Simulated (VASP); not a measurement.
# Pt (Pm-3m) in VASP: further runs

Runs on Pt. Level: PBE. Tasks: single point.

All numbers are computed with VASP 6.6.1; they aren't measurements. Logs are shortened: lines on timing, memory, paths and dates and some standing lists are left out, and cuts for length are marked.

## (1) The cell of the first run

The structure is cubic, space group Pm-3m (No. 221). Conventional cell: a = 2.677 Å, b = 2.677 Å, c = 2.677 Å, α = 90.00°, β = 90.00°, γ = 90.00°. Pt (site symmetry m-3m) has 6 Pt at 2.68 Å within 3.5 Å.

This isn't the form of Pt at room conditions, which is fcc.

## (2) Single point, PBE

INCAR reads:

```
ALGO = Normal
EDIFF = 1E-7
ENCUT = 520
GGA = PE
ISIF = 2
ISMEAR = -1
LASPH = T
LCHARG = F
LREAL = F
LWAVE = F
NBANDS = 11
NELM = 80
PREC = Accurate
SIGMA = 0.06122561905347299
```

KPOINTS reads:

```
k-points
0
Gamma
  21 21 21
```

POSCAR reads:

```
Pt
1.0
    2.6772060249      0.0000000000      0.0000000000
    0.0000000000      2.6772060249      0.0000000000
    0.0000000000      0.0000000000      2.6772060249
Pt
1
Direct
    0.0000000000      0.0000000000      0.0000000000
```

Potentials or basis: VASP PAW PBE potentials, release 64 (Pt).

The run is started by

```console
> cat potpaw_PBE.64/Pt/POTCAR > POTCAR
> mpirun -np 1 vasp_std > vasp.out
```

OUTCAR:

```text
EDIFF = 1E-7
   ENCUT = 520
   GGA = PE
   ISIF = 2
   ISMEAR = -1
   LASPH = T
   LREAL = F
   NELM = 80
   PREC = Accurate

 ion  position               nearest neighbor table
   1  0.000  0.000  0.000-

  LATTYP: Found a simple cubic cell.
 ALAT       =     2.6772060249

  Lattice vectors:

 A1 = (   2.6772060249,   0.0000000000,   0.0000000000)
 A2 = (   0.0000000000,   2.6772060249,   0.0000000000)
 A3 = (   0.0000000000,   0.0000000000,   2.6772060249)

Analysis of symmetry for initial positions (statically):
=====================================================================
 Subroutine PRICEL returns:
 Original cell was already a primitive cell.

 Routine SETGRP: Setting up the symmetry group for a
 simple cubic supercell.

 Subroutine GETGRP returns: Found 48 space group operations
 (whereof 48 operations were pure point group operations)
 out of a pool of 48 trial point group operations.

The static configuration has the point symmetry O_h .

Analysis of symmetry for dynamics (positions and initial velocities):
=====================================================================
 Subroutine PRICEL returns:
 Original cell was already a primitive cell.

 Routine SETGRP: Setting up the symmetry group for a
 simple cubic supercell.

 Subroutine GETGRP returns: Found 48 space group operations
 (whereof 48 operations were pure point group operations)
 out of a pool of 48 trial point group operations.

The dynamic configuration has the point symmetry O_h .

 Subroutine INISYM returns: Found 48 space group operations
 (whereof 48 operations are pure point group operations),
 and found     1 'primitive' translations

----------------------------------------------------------------------------------------

                                     Primitive cell

  volume of cell :      19.1887

  direct lattice vectors                    reciprocal lattice vectors
     2.677206025  0.000000000  0.000000000     0.373523737  0.000000000  0.000000000
     0.000000000  2.677206025  0.000000000     0.000000000  0.373523737  0.000000000
     0.000000000  0.000000000  2.677206025     0.000000000  0.000000000  0.373523737

  length of vectors
     2.677206025  2.677206025  2.677206025     0.373523737  0.373523737  0.373523737

  position of ions in fractional coordinates (direct lattice)
[... 75 lines left out ...]
   ENCUT  =  520.0 eV  38.22 Ry    6.18 a.u.   4.98  4.98  4.98*2*pi/ulx,y,z
   NELM   =     80;   NELMIN=  2; NELMDL= -5     # of ELM steps
   EDIFF  = 0.1E-06   stopping-criterion for ELM
   LREAL  =      F    real-space projection
   EDIFFG = 0.1E-05   stopping-criterion for IOM
   NSW    =      0    number of steps for IOM
   IBRION =     -1    ionic relax: 0-MD 1-quasi-New 2-CG
   NFREE  =      0    steps in history (QN), initial steepest desc. (CG)
   ISIF   =      2    stress and relaxation
   ISYM   =      2    0-nonsym 1-usesym 2-fastsym
   POTIM  = 0.5000    time-step for ionic-motion
   TEBEG  =    0.0;   TEEND  =   0.0 temperature during run
   PSTRESS=    0.0 pullay stress
   NELECT =      10.0000    total number of electrons
   NUPDOWN=      -1.0000    fix difference up-down
   EMIN   =  10.00;   EMAX   =-10.00  energy-range for DOS
   EFERMI =   0.00;   METHOD = LEGACY
   ISMEAR =    -1;   SIGMA  =   0.06  broadening in eV -4-tet -1-fermi 0-gaus
   EFERMI_NEDOS =   21; number of points for ismear=-14 and -15
   IALGO  =     38    algorithm
   IMIX   =      4    mixing-type and parameters
     AMIX     =   0.40;   BMIX     =  1.00
     AMIX_MAG =   1.60;   BMIX_MAG =  1.00
  volume/ion in A,a.u.               =      19.19       129.49
  Fermi-wavevector in a.u.,A,eV,Ry     =   1.317426  2.489575 23.614440  1.735612
  Thomas-Fermi vector in A             =   2.447468
   LORBIT       =      0    0 simple, 1 ext, 2 COOP (PROOUT), +10 PAW based schemes
   GGA     = PE    functional components
   LHFCALC =     F    Hartree Fock is set to
   AEXX    =    0.0000 exact exchange contribution
   IVDW    =     0    specifies the selected vdW correction
   LEPSILON=     F    determine dielectric tensor
   LRPA    =     F    only Hartree local field effects (RPA)
 non-spin polarized calculation
  energy-cutoff  :      520.00
  volume of cell :       19.19
 maximum number of plane-waves:       535
 NGX is ok and might be reduce to    20
   NGX =  9   NGY =  9   NGZ =  9

 number of electron      10.0000001 magnetization

 Free energy of the ion-electron system (eV)
  ---------------------------------------------------
  ext. energy  EPLUGINS =         0.00000000
  ---------------------------------------------------
  free energy    TOTEN  =        -5.61838665 eV

  energy without entropy =       -5.59998526  energy(sigma->0) =       -5.60918595

 E-fermi :   7.2739     XC(G=0): -11.9282

 val. band max:        7.2721301402   @ k =   0.4762   0.1429   0.0476
 cond. band min:       7.2742211816   @ k =   0.0952   0.0476   0.0476
 fundamental gap:      0.0020910414
 Fermi energy:         7.2739330662

 k-point     1 :       0.0000    0.0000    0.0000
  band No.  band energies     occupation
      1      -0.5614      2.00000
      2       2.1368      2.00000
      3       2.1368      2.00000
      4       7.5149      0.03829
      5       7.5149      0.03829
      6       7.5149      0.03829
      7      22.1158      0.00000
      8      22.1158      0.00000
      9      22.1158      0.00000
     10      27.4876      0.00000
     11      30.1250      0.00000
[... 309 lines left out ...]
 k-point    24 :       0.1905    0.0952    0.0000
  band No.  band energies     occupation
      1       0.5361      2.00000
      2       2.4587      2.00000
      3       3.0815      2.00000
      4       6.6043      1.99996
      5       6.8447      1.99820
      6       7.3856      0.27775
      7      18.1643      0.00000
      8      21.8855      0.00000
      9      24.0812      0.00000
     10      27.2809      0.00000
     11      30.1620      0.00000

 [... further k-points ...]
[... 5 lines left out ...]
  --------------------------------------------------------------------------------------
  -------------------------------------------------------------------------------------
  Total       -1.1646177     -1.1646177     -1.1646177      0.0000000      0.0000000     -0.0000000
  in kB      -97.2408183    -97.2408183    -97.2408183      0.0000000      0.0000000     -0.0000000
  external PRESSURE =     -97.2408183 kB  Pullay stress =       0.0000000 kB

 VOLUME and BASIS-vectors are now :
 -----------------------------------------------------------------------------
  energy-cutoff  :      520.00
  volume of cell :       19.19
      direct lattice vectors                 reciprocal lattice vectors
     2.677206025  0.000000000  0.000000000     0.373523737  0.000000000  0.000000000
     0.000000000  2.677206025  0.000000000     0.000000000  0.373523737  0.000000000
     0.000000000  0.000000000  2.677206025     0.000000000  0.000000000  0.373523737

 POSITION                                       TOTAL-FORCE (eV/Angst)
 -----------------------------------------------------------------------------------
      0.00000      0.00000      0.00000         0.000000      0.000000      0.000000
 -----------------------------------------------------------------------------------
    total drift:                                0.000000      0.000000      0.000000

  FREE ENERGIE OF THE ION-ELECTRON SYSTEM (eV)
  ---------------------------------------------------
  free  energy   TOTEN  =        -5.6183866511 eV

  energy  without entropy=       -5.5999852575  energy(sigma->0) =       -5.60918595
```

OSZICAR:

```text
N       E                     dE             d eps       ncg     rms          rms(c)
DAV:   1     0.385029711091E+02    0.38503E+02   -0.51905E+03  6476   0.822E+02
DAV:   2    -0.533145502707E+01   -0.43834E+02   -0.41681E+02  7111   0.166E+02
DAV:   3    -0.596239713968E+01   -0.63094E+00   -0.62712E+00  7313   0.191E+01
DAV:   4    -0.596559571422E+01   -0.31986E-02   -0.31982E-02  7167   0.158E+00
DAV:   5    -0.596563153201E+01   -0.35818E-04   -0.35818E-04  7327   0.162E-01    0.753E+00
DAV:   6    -0.563533603544E+01    0.33030E+00   -0.97886E-01  6652   0.737E+00    0.397E+00
DAV:   7    -0.562038526623E+01    0.14951E-01   -0.50088E-02  7273   0.168E+00    0.206E+00
DAV:   8    -0.561849409743E+01    0.18912E-02   -0.31705E-03  7066   0.471E-01    0.318E-01
DAV:   9    -0.561838347499E+01    0.11062E-03   -0.12474E-04  7111   0.938E-02    0.287E-02
DAV:  10    -0.561838700618E+01   -0.35312E-05   -0.28356E-06  7423   0.150E-02    0.591E-03
DAV:  11    -0.561838672045E+01    0.28573E-06   -0.37252E-08  6080   0.160E-03    0.822E-04
DAV:  12    -0.561838665113E+01    0.69318E-07   -0.12360E-08  3842   0.885E-04
   1 F= -.56183867E+01 E0= -.56091860E+01  d E =-.184014E-01
```

stdout:

```text
POSCAR found type information on POSCAR Pt
 POSCAR found :  1 types and       1 ions
 scaLAPACK will be used
 LDA part: xc-table for (Slater+PW92), standard interpolation
 POSCAR, INCAR and KPOINTS ok, starting setup
 FFT: planning ... GRIDC
 FFT: planning ... GRID_SOFT
 FFT: planning ... GRID
 WAVECAR not read
 entering main loop
```

Run time: 18 s. Hardware: 1 thread of Intel Xeon 6975P-C (Granite Rapids), shared host; peak memory 0.17 GiB.

What came out:

```yaml
Free_energy: -5.6184 eV
Pressure: -9.7 GPa
Band_gap_on_the_k_mesh: zero (bands 5 and 6 overlap by 2.71 eV)
```

Caveat: the cell stands under tension; spin-orbit coupling is left out, which moves the levels of the heavy elements.

[end of part 1 of 2]
